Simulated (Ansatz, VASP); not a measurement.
One calculation of BaTe, two programs

Contents of POSCAR:

```
BaTe
1.0
    0.0000000000      3.7192335646      3.9141586662
    3.7192335646      0.0000000000      3.9141586662
    3.7192335646      3.7192335646      0.0000000000
Ba Te
1 1
Direct
    0.0000000000      0.0000000000      0.0000000000
    0.2500000000      0.2500000000      0.2500000000
```

File INCAR.step1:

```
ALGO     = Normal         # electronic algorithm
EDIFF    = 1E-5           # SCF threshold, eV
ENCUT    = 520            # plane-wave cutoff, eV
GGA      = PE             # functional
ISIF     = 2              # what is computed and relaxed
ISMEAR   = 0              # smearing method
LASPH    = T              # aspherical terms in the spheres
LCHARG   = F              # write CHGCAR
LREAL    = F              # projectors in reciprocal space
LWAVE    = T              # write WAVECAR
NBANDS   = 15             # bands
NELM     = 80             # most SCF steps
PREC     = Accurate       # precision mode
SIGMA    = 0.01           # smearing width, eV
```

Contents of INCAR.step2:

```
ALGO     = Normal         # electronic algorithm
EDIFF    = 1E-6           # SCF threshold, eV
ENCUT    = 520            # plane-wave cutoff, eV
GGA      = PE             # functional
HFSCREEN = 0.2079         # screening, 1/A
ISIF     = 2              # what is computed and relaxed
ISMEAR   = 0              # smearing method
ISTART   = 1            
LASPH    = T              # aspherical terms in the spheres
LCHARG   = F              # write CHGCAR
LHFCALC  = T              # exact exchange
LREAL    = F              # projectors in reciprocal space
LWAVE    = F              # write WAVECAR
NBANDS   = 15             # bands
NELM     = 80             # most SCF steps
PREC     = Accurate       # precision mode
PRECFOCK = Normal       
SIGMA    = 0.01           # smearing width, eV
```

File KPOINTS:

```
k-points
0
Gamma
  4 4 4
```

Input for Ansatz:

```yaml
crystal:
  lattice:
    - [0.0, 3.7192335646, 3.9141586662]
    - [3.7192335646, 0.0, 3.9141586662]
    - [3.7192335646, 3.7192335646, 0.0]
  atoms:
    - { symbol: Ba, position: [0.0, 0.0, 0.0] }
    - { symbol: Te, position: [0.25, 0.25, 0.25] }
kpoints:
  mp_grid: { grid: [4, 4, 4] }
  band_path:
    path:
      - [0.0, 0.0, 0.0]
      - [-0.5, -0.5, 0.0]
      - [-0.375, -0.375, 0.25]
      - [-0.375, 0.0, 0.375]
      - [0.0, 0.0, 0.5]
      - [-0.5, -0.25, 0.25]
    npoints: 1
hamiltonian:
  xc: hse06
scf:
  occupations: { method: fixed }
  n_extra_bands: 4
output:
  forces: true
  stress: true
  eigenvalues: true
```

Change from the starting cell: biaxial_xy strain -5.0%.

Alike in both runs: task single point; functional HSE06; k mesh 4 × 4 × 4; no spin polarisation.

```csv
,VASP,Ansatz
version,VASP 6.6.1,Ansatz 0.2.0
potentials or method,"VASP PAW PBE potentials, release 64 (Ba_sv, Te)","plane waves, PAW"
plane-wave cutoff (eV),520,420
occupations,"gaussian, width 0.01 eV",fixed
valence electrons in the cell,16,26
```

Ansatz gave:

```
gap on the k mesh at the Fermi level (eV)                     : 3.40
pressure (GPa)                                                : 2.2
traceless stress, the component that is largest in VASP (GPa) : 0.05
```

Question: Which values does VASP return?

Answer: gap on the k mesh at the Fermi level (eV): 3.38; pressure (GPa): 2.4; traceless stress, the component that is largest in VASP (GPa): 0.05.

VASP's potentials hold 16 valence electrons a cell and Ansatz's 26, so a difference there can come from the potentials and not from the codes. Ansatz's warnings: stress exchange threshold loose, stress scf threshold loose.

Neither program's run includes spin-orbit coupling.
